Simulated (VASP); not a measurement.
Input of a VASP 6.6.1 run:

File INCAR:

```
SYSTEM = FeO
ALGO = Normal
EDIFF = 1E-6
ENCUT = 520
GGA = PE
ISIF = 2
ISMEAR = -1
ISPIN = 2
LASPH = .True.
LCHARG = .False.
LMAXMIX = 4
LORBIT = 11
LREAL = .False.
LWAVE = .False.
MAGMOM = -2.68 0
NBANDS = 18
NELM = 150
PREC = Accurate
SIGMA = 0.05
```

Contents of KPOINTS:

```
k-points
0
Gamma
  11 11 11
  0 0 0
```

The input POSCAR:

```
FeO
1.0
    0.0000000000      2.1554000000      2.1554000000
    2.1554000000      0.0000000000      2.1554000000
    2.1554000000      2.1554000000      0.0000000000
Fe O
1 1
Direct
    0.0000000000      0.0000000000      0.0000000000
    0.5000000000      0.5000000000      0.5000000000
```

Potentials or basis: VASP PAW PBE potentials, release 64 (Fe, O).

Command:

```bash
$ cat potpaw_PBE.64/Fe/POTCAR potpaw_PBE.64/O/POTCAR > POTCAR
$ mpirun -np 1 vasp_std > vasp.out
```

Task: Estimate the pressure.

Result: -0.2 GPa.

Task: Predict the net moment.

Result: -4.00 μB per cell.

Task: Predict the band gap on the k mesh.

Result: Zero (filled and empty bands overlap).

Task: What does it give for the site moments?

Result: Fe -3.62; O -0.30 μB.

Caveat: a cell with one magnetic atom can't hold antiferromagnetic order, which such compounds often take; semilocal functionals often make such compounds metallic where correlation or magnetic order opens a gap, which also shifts bond lengths.

**The experiment to reproduce.**

From “W\"ustite: Electric, thermodynamic and optical properties of FeO”, 2012, arxiv:1203.1201, for a bulk crystal of FeO: band gap 2.4 eV (optical).

Measured gap of FeO: 2.4 eV (optical; quoted in “W\"ustite: Electric, thermodynamic and optical properties of FeO”, 2012, arxiv:1203.1201). This calculation gives 0.00 eV (-2.40 eV). So large a miss can be the level of theory's own, or it may mean another phase, state or a wrong row. The value is that of PBE on a finite k mesh, which can miss the band edges, without temperature or zero-point motion. Semilocal functionals fall short of measured gaps as a rule. The run's magnetic order (collinear spin, ferromagnetic start) needn't be the measured crystal's.
